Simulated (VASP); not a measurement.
A run of VASP 6.6.1:

File INCAR:

```
  PREC = Accurate
  ENCUT = 520
  EDIFF = 1E-6
  ISMEAR = -1
  SIGMA = 0.05
  LREAL = F
  LASPH = T
  NELM = 60
  ALGO = Normal
  ISIF = 2
  LWAVE = F
  LCHARG = F
  GGA = PE
  NBANDS = 12
```

Contents of KPOINTS:

```
regular mesh
0
Gamma
  18 18 18
```

File POSCAR:

```
Ag
1.0
    2.1442796367      0.0000000000      0.0000000000
    0.0000000000      2.1442796367      0.0000000000
    0.0000000000      0.0000000000      2.1442796367
Ag
1
Direct
    0.0000000000      0.0000000000      0.0000000000
```

Potentials or basis: VASP PAW PBE potentials, release 64 (Ag).

Run with:

```bash
$ cat potpaw_PBE.64/Ag/POTCAR > POTCAR
$ mpirun -np 1 vasp_std > vasp.out
```

Hardware: 1 thread of Intel(R) Xeon(R) Platinum 8488C (Sapphire Rapids), on a shared host.

Question: Estimate the wall time of this run.

Answer: Run time: 6.9 s on 1 thread of Intel(R) Xeon(R) Platinum 8488C (Sapphire Rapids) (shared host), peak memory 0.13 GiB. Counts: scf iterations 11, k points 220.
